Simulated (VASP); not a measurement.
Crystal: Ru.

```
CELL_PARAMETERS angstrom
2.66923 0.00000 0.00000
-1.33462 2.31162 0.00000
0.00000 0.00000 4.22403
ATOMIC_POSITIONS crystal
Ru 0.66667 0.33333 0.75000
Ru 0.33333 0.66667 0.25000
```

Base run:

* Program: VASP 6.6.1
* Functional: revPBE
* Dispersion: D3(BJ)
* Potentials or basis: VASP PAW PBE potentials, release 64 (Ru_pv)
* Cutoff: 520 eV
* k mesh: 11 × 11 × 6
* Occupations: fermi-dirac, width 0.05 eV
* Spin: no spin polarisation

Its results: band gap on the k mesh zero (band 14 reaches 15.25 eV, above the bottom of band 15 at 11.99 eV); pressure 7.0 GPa.

The run is repeated on the same cell with these changes: functional from revPBE to PBEsol. What comes out?

Band gap on the k mesh zero (band 14 reaches 15.07 eV, above the bottom of band 15 at 11.79 eV); pressure 0.4 GPa.

PBEsol binds more tightly than revPBE, so the same cell stands under less pressure.

Caveats: the PAW data sets were made with another functional, which shifts forces and pressure a little; pairwise dispersion overbinds metals, which lowers pressure and volume.
